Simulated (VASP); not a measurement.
Here is a VASP 6.6.1 calculation.

File INCAR:

```
SYSTEM = Al
  PREC = Accurate
  ENCUT = 600
  EDIFF = 1E-7
  ISMEAR = -1
  SIGMA = 0.05
  LREAL = .FALSE.
  LASPH = .TRUE.
  NELM = 100
  ALGO = Normal
  ISIF = 3
  LWAVE = .FALSE.
  LCHARG = .FALSE.
  GGA = PS
  IBRION = 2
  NSW = 80
  EDIFFG = -0.02
  PSTRESS = 100.0
```

Contents of KPOINTS:

```
Automatic mesh
0
G
  11 11 11
  0 0 0
```

Contents of POSCAR:

```
Al
1.0
    0.0000000000      2.0248050000      2.0248050000
    2.0248050000      0.0000000000      2.0248050000
    2.0248050000      2.0248050000      0.0000000000
Al
1
Direct
    0.0000000000      0.0000000000      0.0000000000
```

Potentials or basis: VASP PAW PBE potentials, release 64 (Al).

The run is started by

```sh
$ cat potpaw_PBE.64/Al/POTCAR > POTCAR
$ mpirun -np 1 vasp_std > vasp.out
```

Task: Predict the relaxed cell.

Result: a = 2.750 Å, b = 2.750 Å, c = 2.750 Å, α = 60.00°, β = 60.00°, γ = 60.00°.

Task: Estimate the space group after relaxing (to 0.05 Å).

Result: Fm-3m (No. 225).

Final structure:
```
Al
1.0
     0.00000    1.94484    1.94484
     1.94484    0.00000    1.94484
     1.94484    1.94484    0.00000
Al
1
Cartesian
  0.0000 0.0000 0.0000
```
